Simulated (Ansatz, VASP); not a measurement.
One calculation of Hf5Ta, two programs

INCAR

```
SYSTEM = Hf5Ta
PREC     = Accurate       ! precision mode
ENCUT    = 520            ! plane-wave cutoff, eV
EDIFF    = 1E-6           ! SCF threshold, eV
ISMEAR   = -1             ! smearing method
SIGMA    = 0.08           ! smearing width, eV
LREAL    = .False.        ! projectors in reciprocal space
LASPH    = .True.         ! aspherical terms in the spheres
NELM     = 80             ! most SCF steps
ALGO     = Normal         ! electronic algorithm
ISIF     = 2              ! what is computed and relaxed
LWAVE    = .False.        ! write WAVECAR
LCHARG   = .False.        ! write CHGCAR
LDIPOL   = .True.       
IDIPOL   = 3            
DIPOL    = 0.5 0.5 0.500
GGA      = PS             ! functional
NBANDS   = 40             ! bands
```

Contents of KPOINTS:

```
Automatic mesh
0
Gamma
  12 12 1
  0 0 0
```

The input POSCAR:

```
Hf5Ta
1.0
    3.1584504466      0.0000000000      0.0000000000
   -1.5792252233      2.7352983234      0.0000000000
    0.0000000000      0.0000000000     28.5045000000
Hf Ta
5 1
Direct
    0.8333333333      0.1666666667      0.2841507141
    0.1666666667      0.8333333333      0.3665133320
    0.1666666667      0.8333333333      0.5432444830
    0.8333333333      0.1666666667      0.6334866686
    0.1666666667      0.8333333333      0.7158492855
    0.8333333333      0.1666666667      0.4567555169
```

Input for Ansatz:

```yaml
crystal:
  lattice:
    - [3.1584504466, 0.0, 0.0]
    - [-1.5792252233, 2.7352983234, 0.0]
    - [0.0, 0.0, 28.5045]
  atoms:
    - { symbol: Hf, position: [0.8333333333, 0.1666666667, 0.2841507141] }
    - { symbol: Hf, position: [0.1666666667, 0.8333333333, 0.366513332] }
    - { symbol: Ta, position: [0.8333333333, 0.1666666667, 0.4567555169] }
    - { symbol: Hf, position: [0.1666666667, 0.8333333333, 0.543244483] }
    - { symbol: Hf, position: [0.8333333333, 0.1666666667, 0.6334866686] }
    - { symbol: Hf, position: [0.1666666667, 0.8333333333, 0.7158492855] }
kpoints:
  mp_grid: { grid: [12, 12, 1] }
scf:
  occupations: { method: fermi_dirac, width: 0.08 }
hamiltonian:
  xc: pbesol
  pseudopotentials: { kind: paw }
output:
  forces: true
  stress: true
  eigenvalues: true
efield:
  axis: 3
  amplitude: 0
  dipole_correction: true
```

Alike in both runs: task single point; functional PBEsol; k mesh 12 × 12 × 1; occupations fermi-dirac, width 0.08 eV; no spin polarisation.

|  | VASP | Ansatz |
| --- | --- | --- |
| version | VASP 6.6.1 | Ansatz 0.2.0 |
| potentials or method | VASP PAW PBE potentials, release 64 (Hf_pv, Ta_pv) | PAW with Ansatz's default frozen-core files, scalar-relativistic |
| plane-wave cutoff (eV) | 520 | 420 |
| valence electrons in the cell | 61 | 143 |

```tsv
	VASP	Ansatz	Ansatz less VASP
rms of the force components (eV/Å)	0.160	0.167	+0.0065
```

VASP's potentials were made for PBE, not for PBEsol. With one functional, cell and mesh, what is left measures potentials, basis and numerics. VASP's potentials hold 61 valence electrons a cell and Ansatz's 143, so a difference there can come from the potentials and not from the codes.

Neither program's run includes spin-orbit coupling.
